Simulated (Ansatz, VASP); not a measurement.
C: VASP beside Ansatz

```
C
1.0
     0.00000    1.78344    1.78344
     1.78344    0.00000    1.78344
     1.78344    1.78344    0.00000
C
2
Direct
  0.50000 0.50000 0.50000
  0.75000 0.75000 0.75000
```

Alike in both runs: task single point; functional r2SCAN; k mesh 12 × 12 × 12; occupations fermi-dirac, width 0.001 eV; no spin polarisation.

|  | VASP | Ansatz |
| --- | --- | --- |
| version | VASP 6.6.1 | Ansatz 0.2.0 |
| potentials or method | VASP PAW PBE potentials, release 64 (C), cutoff 660 eV | PAW, plane waves, scalar-relativistic |
| valence electrons in the cell | 8 | 8 |

|  | VASP | Ansatz | Ansatz less VASP |
| --- | --- | --- | --- |
| pressure (GPa) | -2.4 | -2.5 | -0.12 |

VASP's potentials were made for PBE, not for r2SCAN. The functional is the same, so the differences come from potentials, cutoffs and numerics.
